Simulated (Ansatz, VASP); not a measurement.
C7O in VASP and in Ansatz

```
C O
1.0
     2.46505    0.00000    0.00000
    -1.23252    2.13480    0.00000
     0.00000    0.00000   26.84871
C O
7 1
Direct
  0.66667 0.33333 0.31659
  0.33333 0.66667 0.31665
  0.33030 0.66059 0.44210
  0.99697 0.99394 0.44216
  0.00337 0.00675 0.56791
  0.67003 0.34006 0.56792
  0.86015 0.72030 0.69477
  0.86030 0.72059 0.73700
```

Alike in both runs: task single point; functional PBE; dispersion D3(BJ); k mesh 12 × 12 × 1; occupations gaussian, width 0.05 eV; no spin polarisation.

|  | VASP | Ansatz |
| --- | --- | --- |
| version | VASP 6.6.1 | Ansatz 0.2.0 |
| potentials or method | VASP PAW PBE potentials, release 64 (C, O), cutoff 520 eV | scalar-relativistic, plane waves, PAW |
| valence electrons in the cell | 34 | 34 |

Ansatz gave:

```
gap on the k mesh at the Fermi level (eV) : none
rms of the force components (eV/Å)        : 0.004
```

Task: Which values does VASP return?

Result: gap on the k mesh at the Fermi level (eV): none; rms of the force components (eV/Å): 0.277.

Atom by atom the forces differ by 0.277 eV/Å (rms over components). A gap of «none» marks a metal or a gap that the smearing closes. One of these differences is far larger than is usual between the two programs; its cause wasn't traced.

Noted on VASP's run: the standard files for N, O and F lose accuracy on very short bonds.
